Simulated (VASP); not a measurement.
Write the native input for VASP 6.6.1 that does the following.

| Item | Value |
| --- | --- |
| Task | single point |
| Functional | PBEsol |
| Potentials or basis | VASP PAW PBE potentials, release 64 (Li_sv, Fe, Nb_sv, O) |
| Cutoff | 520 eV |
| k mesh | 2 × 4 × 4 |
| Occupations | gaussian, width 0.05 eV |
| Spin | no spin polarisation |
| Hubbard terms | Fe d U = 4.0 eV |
| Dipole correction | no |
| Further INCAR settings | LREAL = Auto; ALGO = Normal; EDIFF = 1e-07; NBANDS = 82 |

The structure of Li4Nb3FeO12 lies in POSCAR:

```
Li4Nb3FeO12
1.0
    5.1516015000      2.9742785000      9.2460000000
   -2.5758008000      1.4871393000      4.6230000000
    0.0000000000     -2.9742785000      4.6230000000
Li Fe Nb O
4 1 3 12
Direct
    0.1345288461      0.2887421678      0.2946669758
    0.6526673053      0.2697027240      0.2753589414
    0.3854382909      0.7856548798      0.7816133924
    0.8929599017      0.7781423793      0.7810967820
    0.9972103303      0.9976926322      0.9961939019
    0.5008326418      0.9958190093      0.9986100141
    0.2425697887      0.5037020758      0.5061052518
    0.7567926026      0.4954244722      0.4931481108
    0.0539745833      0.3362289600      0.7358956739
    0.5644080411      0.3471632838      0.7155994850
    0.3587598099      0.1235174796      0.3487372769
    0.8688964847      0.1140260608      0.3329832896
    0.1628957520      0.7375226160      0.1221508599
    0.6790272395      0.7197976437      0.1135374178
    0.1071754069      0.8541460929      0.6342251239
    0.6126590053      0.8503347816      0.6127839093
    0.4224607075      0.6190124443      0.2193534704
    0.9282267635      0.6308070978      0.2205128294
    0.3059205144      0.2252757534      0.8536038340
    0.8162359845      0.2145674459      0.8511034596
```

One way to write it, as run:

INCAR

```
SYSTEM = Li4Nb3FeO12
ALGO     = Normal         ! electronic algorithm
EDIFF    = 1E-7           ! SCF threshold, eV
ENCUT    = 520            ! plane-wave cutoff, eV
GGA      = PS             ! functional
ISIF     = 2              ! what is computed and relaxed
ISMEAR   = 0              ! smearing method
LASPH    = .TRUE.         ! aspherical terms in the spheres
LCHARG   = .FALSE.        ! write CHGCAR
LDAU     = .TRUE.         ! DFT+U
LDAUJ    = 0 0 0 0      
LDAUL    = -1 2 -1 -1     ! shell
LDAUPRINT= 1            
LDAUTYPE = 2            
LDAUU    = 0 4 0 0        ! U, eV
LMAXMIX  = 4              ! l up to which the mixer works
LREAL    = Auto         
LWAVE    = .FALSE.        ! write WAVECAR
NBANDS   = 82             ! bands
NELM     = 150            ! most SCF steps
PREC     = Accurate       ! precision mode
SIGMA    = 0.05           ! smearing width, eV
```

KPOINTS

```
k-points
0
G
  2 4 4
  0 0 0
```

Potentials or basis: VASP PAW PBE potentials, release 64 (Li_sv, Fe, Nb_sv, O).

Launch:

```console
$ cat potpaw_PBE.64/Li_sv/POTCAR potpaw_PBE.64/Fe/POTCAR potpaw_PBE.64/Nb_sv/POTCAR potpaw_PBE.64/O/POTCAR > POTCAR
$ mpirun -np 1 vasp_std > vasp.out
```

It gave:

The largest force is 0.434 eV/Å and the band gap on the k mesh is zero (an odd number of electrons rules out a gap without spin polarisation).

Caveat: the k points lie up to 0.37 Å⁻¹ apart, too coarse for converged energies and pressures of a metal; the PAW data sets were made with another functional, which shifts forces and pressure a little; an odd number of electrons without spin polarisation forces a metal; a magnetic or distorted state may lie lower; the run has no spin polarisation, though such a crystal can be magnetic; U without spin polarisation on a metal has little footing.

Run time: 94 min on 1 thread of Intel Xeon 8259CL (shared host), peak memory 0.52 GiB.
